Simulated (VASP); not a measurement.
## Zn3SnO: single point with r2SCAN

Crystal: Zn3SnO.

```
Sn O Zn
1.0
     4.28000    0.00000    0.00000
     0.00000    4.28000    0.00000
     0.00000    0.00000    4.28000
Sn O Zn
1 1 3
Direct
  0.00000 0.00000 0.00000
  0.50000 0.50000 0.50000
  0.50000 0.50000 0.00000
  0.50000 0.00000 0.50000
  0.00000 0.50000 0.50000
```

```
Program             : VASP 6.6.1
Task                : single point
Functional          : r2SCAN
Potentials or basis : VASP PAW PBE potentials, release 64 (Sn_d, O, Zn)
Cutoff              : 520 eV
k mesh              : 8 × 8 × 8
Occupations         : fermi-dirac, width 0.15 eV
Spin                : no spin polarisation
```

```json
{
  "Pressure": "0.3 GPa",
  "Band gap on the k mesh": "zero (bands 28 and 29 overlap by 0.97 eV)"
}
```

Levels at points of the mesh, in eV from the Fermi level:
```csv
k point,band 26,band 27,band 28,band 29,band 30,band 31
"(0.00, 0.00, 0.00)",-0.56,-0.56,-0.56,-0.21,-0.21,0.94
"(0.50, 0.00, 0.00)",-4.24,-0.10,-0.10,0.94,2.40,2.71
"(0.50, 0.50, 0.00)",-2.17,-1.82,-1.82,1.69,2.75,3.31
"(0.50, 0.50, 0.50)",-4.06,-4.06,-4.06,1.37,1.37,1.37
```

It took 2.8 min on 1 thread of Intel(R) Xeon(R) Platinum 8375C CPU @ 2.90GHz (Ice Lake), with other jobs on the host, peak memory 0.24 GiB.

Caveat: the PAW data sets were made with another functional, which shifts forces and pressure a little; spin-orbit coupling is left out, which moves the levels of the heavy elements.
